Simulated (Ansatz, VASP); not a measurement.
Rh: VASP beside Ansatz

Contents of INCAR:

```
SYSTEM = Rh
PREC     = Accurate       ! precision mode
ENCUT    = 520            ! plane-wave cutoff, eV
EDIFF    = 1E-6           ! SCF threshold, eV
ISMEAR   = 0              ! smearing method
SIGMA    = 0.15           ! smearing width, eV
LREAL    = .FALSE.        ! projectors in reciprocal space
LASPH    = .TRUE.         ! aspherical terms in the spheres
NELM     = 60             ! most SCF steps
ALGO     = Fast           ! electronic algorithm
ISIF     = 2              ! what is computed and relaxed
LWAVE    = .FALSE.        ! write WAVECAR
LCHARG   = .FALSE.        ! write CHGCAR
GGA      = PS             ! functional
NBANDS   = 22             ! bands
```

The input KPOINTS:

```
Automatic mesh
0
G
  18 18 12
  0 0 0
```

POSCAR

```
Rh
1.0
    2.7309790422      0.0477921332      0.0000000000
   -1.3241003196      2.3412011612      0.0000000000
    0.0000000000      0.0000000000      4.4284890000
Rh
2
Direct
    0.6666666667      0.3333333333      0.7500000000
    0.3333333333      0.6666666667      0.2500000000
```

Input for Ansatz:

```yaml
crystal:
  lattice:
    - [2.7309790422, 0.0477921332, 0.0]
    - [-1.3241003196, 2.3412011612, 0.0]
    - [0.0, 0.0, 4.428489]
  atoms:
    - { symbol: Rh, position: [0.6666666667, 0.3333333333, 0.75] }
    - { symbol: Rh, position: [0.3333333333, 0.6666666667, 0.25] }
basis:
  ecutwfc: 420
kpoints:
  mp_grid: { grid: [18, 18, 12] }
hamiltonian:
  xc: pbesol
scf:
  occupations: { method: gaussian, width: 0.15 }
output:
  forces: true
  stress: true
  eigenvalues: true
```

Change from the starting cell: strain +0.0350 x Voigt [0, 0, 0, 0, 0, 1], atoms carried along.

Alike in both runs: task single point; functional PBEsol; k mesh 18 × 18 × 12; occupations gaussian, width 0.15 eV; no spin polarisation.

|  | VASP | Ansatz |
| --- | --- | --- |
| version | VASP 6.6.1 | Ansatz 0.2.0 |
| potentials or method | VASP PAW PBE potentials, release 64 (Rh_pv), cutoff 520 eV | scalar-relativistic, plane waves, PAW |
| valence electrons in the cell | 30 | 34 |

VASP gave:

| Quantity | Value |
| --- | --- |
| gap on the k mesh at the Fermi level (eV) | none |
| pressure (GPa) | -13.3 |
| traceless stress, the component that is largest in VASP (GPa) | -4.61 |
| rms of the force components (eV/Å) | 0.036 |

Problem. Estimate Ansatz's values.

Solution. gap on the k mesh at the Fermi level (eV): none; pressure (GPa): -13.4; traceless stress, the component that is largest in VASP (GPa): -4.62; rms of the force components (eV/Å): 0.036.

VASP's potentials were made for PBE, not for PBEsol. Atom by atom the forces differ by 0.000 eV/Å (rms over components). A gap of «none» marks a metal or a gap that the smearing closes. VASP's potentials hold 30 valence electrons a cell and Ansatz's 34, so a difference there can come from the potentials and not from the codes.
